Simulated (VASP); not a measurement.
# Mg3Te in VASP: notebook, part 2 of 2

VASP 6.6.1. Earlier steps stand in the parts before.

## 5. Single point, PBEsol

Input file INCAR:

```
SYSTEM = Mg3Te
  ALGO = Normal
  EDIFF = 1E-6
  ENCUT = 520
  GGA = PS
  ISIF = 2
  ISMEAR = -1
  LASPH = .TRUE.
  LCHARG = .FALSE.
  LREAL = .FALSE.
  LWAVE = .FALSE.
  NBANDS = 14
  NELM = 80
  PREC = Accurate
  SIGMA = 0.05
```

Input file KPOINTS:

```
k-points
0
G
  7 7 7
  0 0 0
```

Input file POSCAR:

```
Mg3Te
1.0
   -2.1393600000      2.1393600000      5.2824880000
    2.1393600000     -2.1393600000      5.2824880000
    2.1393600000      2.1393600000     -5.2824880000
Te Mg
1 3
Direct
    0.0000000000      0.0000000000      0.0000000000
    0.2500000000      0.7500000000      0.5000000000
    0.7500000000      0.2500000000      0.5000000000
    0.5000000000      0.5000000000      0.0000000000
```

Potentials or basis: VASP PAW PBE potentials, release 64 (Te, Mg).

Launch:

```
$ cat potpaw_PBE.64/Te/POTCAR potpaw_PBE.64/Mg/POTCAR > POTCAR
$ mpirun -np 1 vasp_std > vasp.out
```

OUTCAR:

```text
SYSTEM = Mg3Te
   EDIFF = 1E-6
   ENCUT = 520
   GGA = PS
   ISIF = 2
   ISMEAR = -1
   LASPH = .TRUE.
   LREAL = .FALSE.
   NELM = 80
   PREC = Accurate

 ion  position               nearest neighbor table
   1  0.000  0.000  0.000-   4 3.03   4 3.03   4 3.03   4 3.03   3 3.40   2 3.40   3 3.40   2 3.40
                             3 3.40   3 3.40   2 3.40   2 3.40
   2  0.250  0.750  0.500-   3 3.03   3 3.03   3 3.03   3 3.03   4 3.40   1 3.40   4 3.40   4 3.40
                             1 3.40   1 3.40   4 3.40   1 3.40
   3  0.750  0.250  0.500-   2 3.03   2 3.03   2 3.03   2 3.03   4 3.40   1 3.40   4 3.40   1 3.40
                             4 3.40   4 3.40   1 3.40   1 3.40
   4  0.500  0.500  0.000-   1 3.03   1 3.03   1 3.03   1 3.03   3 3.40   2 3.40   3 3.40   3 3.40
                             2 3.40   2 3.40   3 3.40   2 3.40

  LATTYP: Found a body centered tetragonal cell.
 ALAT       =     4.2787200000
 C/A-ratio  =     2.4691907860

  Lattice vectors:

 A1 = (  -2.1393600000,   2.1393600000,   5.2824880000)
 A2 = (   2.1393600000,  -2.1393600000,   5.2824880000)
 A3 = (   2.1393600000,   2.1393600000,  -5.2824880000)

Analysis of symmetry for initial positions (statically):
=====================================================================
 Subroutine PRICEL returns:
 Original cell was already a primitive cell.

 Routine SETGRP: Setting up the symmetry group for a
 body centered tetragonal supercell.

 Subroutine GETGRP returns: Found 16 space group operations
 (whereof 16 operations were pure point group operations)
 out of a pool of 16 trial point group operations.

The static configuration has the point symmetry D_4h.

Analysis of symmetry for dynamics (positions and initial velocities):
=====================================================================
 Subroutine PRICEL returns:
 Original cell was already a primitive cell.

 Routine SETGRP: Setting up the symmetry group for a
 body centered tetragonal supercell.

 Subroutine GETGRP returns: Found 16 space group operations
 (whereof 16 operations were pure point group operations)
 out of a pool of 16 trial point group operations.

[... 140 lines left out ...]
   NGX = 23   NGY = 23   NGZ = 23

 number of electron      12.0000000 magnetization

 Free energy of the ion-electron system (eV)
  ---------------------------------------------------
  ext. energy  EPLUGINS =         0.00000000
  ---------------------------------------------------
  free energy    TOTEN  =        -9.42143431 eV

  energy without entropy =       -9.40644066  energy(sigma->0) =       -9.41393749

 E-fermi :   4.4733     XC(G=0):  -9.0018

 val. band max:        4.4490790063   @ k =  -0.1429  -0.1429   0.1429
 cond. band min:       4.4961098163   @ k =   0.4286   0.1429  -0.0000
 fundamental gap:      0.0470308100
 Fermi energy:         4.4733409003

 k-point     1 :       0.0000    0.0000    0.0000
  band No.  band energies     occupation
      1      -7.7874      2.00000
      2       0.1808      2.00000
      3       0.2839      2.00000
      4       1.8528      2.00000
      5       1.8528      2.00000
      6       4.7391      0.00978
      7       5.7008      0.00000
      8       6.0524      0.00000
      9       6.0524      0.00000
     10       6.2134      0.00000
     11       8.0387      0.00000
     12      10.9142      0.00000
     13      10.9142      0.00000
     14      11.1327      0.00000
[... 377 lines left out ...]
      1      -7.0677      2.00000
      2      -0.9490      2.00000
      3      -0.0387      2.00000
      4       0.1968      2.00000
      5       3.0322      2.00000
      6       3.4205      2.00000
      7       5.0111      0.00004
      8       5.4249      0.00000
      9       6.8734      0.00000
     10       6.9063      0.00000
     11       8.7171      0.00000
     12       9.6376      0.00000
     13      10.5216      0.00000
     14      11.9507      0.00000

 [... further k-points ...]

------------------------ aborting loop because EDIFF is reached ----------------------------------------

  FORCE on cell =-STRESS in cart. coord.  units (eV):
  Direction    XX          YY          ZZ          XY          YZ          ZX
  --------------------------------------------------------------------------------------
  -------------------------------------------------------------------------------------
  Total       -0.6973709     -0.6973709     -0.6638999      0.0000000     -0.0000000      0.0000000
  in kB      -11.5533562    -11.5533562    -10.9988409      0.0000000     -0.0000000      0.0000000
  external PRESSURE =     -11.3685178 kB  Pullay stress =       0.0000000 kB

 VOLUME and BASIS-vectors are now :
 -----------------------------------------------------------------------------
  energy-cutoff  :      520.00
  volume of cell :       96.71
      direct lattice vectors                 reciprocal lattice vectors
    -2.139360000  2.139360000  5.282488000     0.000000000  0.233714756  0.094652368
     2.139360000 -2.139360000  5.282488000     0.233714756  0.000000000  0.094652368
     2.139360000  2.139360000 -5.282488000     0.233714756  0.233714756  0.000000000

 POSITION                                       TOTAL-FORCE (eV/Angst)
 -----------------------------------------------------------------------------------
      0.00000      0.00000      0.00000         0.000000     -0.000000     -0.000000
      2.13936      0.00000      2.64124         0.000000      0.000000      0.000000
      0.00000      2.13936      2.64124        -0.000000     -0.000000     -0.000000
      0.00000      0.00000      5.28249         0.000000     -0.000000     -0.000000
 -----------------------------------------------------------------------------------
    total drift:                                0.000000     -0.000000     -0.000000

  FREE ENERGIE OF THE ION-ELECTRON SYSTEM (eV)
  ---------------------------------------------------
  free  energy   TOTEN  =        -9.4214343146 eV

  energy  without entropy=       -9.4064406564  energy(sigma->0) =       -9.41393749
```

OSZICAR:

```text
N       E                     dE             d eps       ncg     rms          rms(c)
DAV:   1     0.160547050443E+02    0.16055E+02   -0.38243E+03  1120   0.637E+02
DAV:   2    -0.808205962398E+01   -0.24137E+02   -0.22292E+02  1430   0.834E+01
DAV:   3    -0.953288308218E+01   -0.14508E+01   -0.14363E+01  1468   0.177E+01
DAV:   4    -0.954846823229E+01   -0.15585E-01   -0.15579E-01  1284   0.236E+00
DAV:   5    -0.954867903450E+01   -0.21080E-03   -0.21080E-03  1492   0.296E-01    0.582E+00
DAV:   6    -0.945563646414E+01    0.93043E-01   -0.92128E-02  1306   0.122E+00    0.367E+00
DAV:   7    -0.942459561545E+01    0.31041E-01   -0.80953E-02  1420   0.114E+00    0.366E-01
DAV:   8    -0.942160569506E+01    0.29899E-02   -0.10959E-02  1204   0.487E-01    0.257E-01
DAV:   9    -0.942144465443E+01    0.16104E-03   -0.10171E-03  1396   0.158E-01    0.357E-02
DAV:  10    -0.942143664184E+01    0.80126E-05   -0.16899E-05  1440   0.226E-02    0.293E-02
DAV:  11    -0.942143434170E+01    0.23001E-05   -0.22416E-06  1354   0.731E-03    0.464E-03
DAV:  12    -0.942143431460E+01    0.27106E-07   -0.48569E-07   782   0.306E-03
   1 F= -.94214343E+01 E0= -.94139375E+01  d E =-.149937E-01
```

stdout:

```text
POSCAR found type information on POSCAR TeMg
 POSCAR found :  2 types and       4 ions
 scaLAPACK will be used
 -----------------------------------------------------------------------------
|                                                                             |
|                                                                             |
|     You enforced a specific xc type in the INCAR file but a different       |
|     I HOPE YOU KNOW WHAT YOU ARE DOING!                                     |
|                                                                             |
 -----------------------------------------------------------------------------

 LDA part: xc-table for (Slater+PW92), standard interpolation
 POSCAR, INCAR and KPOINTS ok, starting setup
 FFT: planning ... GRIDC
 FFT: planning ... GRID_SOFT
 FFT: planning ... GRID
 WAVECAR not read
 entering main loop
```

Wall time 2.3 min (1 thread of AMD EPYC 7R13, shared host); peak memory 0.31 GiB.

What came out:

| Property | Result |
| --- | --- |
| Free energy | -9.4214 eV |
| Pressure | -1.1 GPa |
| Band gap on the k mesh | zero (band 6 reaches 4.84 eV, above the bottom of band 7 at 3.31 eV) |

Caveat: the PAW data sets were made with another functional, which shifts forces and pressure a little; spin-orbit coupling is left out, which moves the levels of the heavy elements.

## 6. Overview

| k mesh | smearing | gap on the mesh (eV) | pressure (GPa) | largest force (eV/Å) |
| --- | --- | --- | --- | --- |
| 5 × 5 × 6 | fermi-dirac 0.025 eV | none | -1.1 | 0.21 |
| 5 × 5 × 6 | fermi-dirac 0.01 eV | none | -1.1 | 0.21 |
| 5 × 5 × 6 | fermi-dirac 0.005 eV | none | -1.1 | 0.21 |
| 7 × 7 × 7 | fermi-dirac 0.05 eV | none | -1.1 | - |

Some of these runs hold the atoms at other places in the same cell, which the table doesn't show; runs alike in all that it shows share one row.

Alike in all rows: task single point; level PBEsol; potentials or basis VASP PAW PBE potentials, release 64 (Te, Mg); no spin polarisation; cell as given; cutoff (eV) 520.

Every run on the cell as given and a fine mesh finds a metal.

Caveats: the PAW data sets were made with another functional, which shifts forces and pressure a little; spin-orbit coupling is left out, which moves the levels of the heavy elements.

Absolute energies hang on the potentials; compare differences alone.
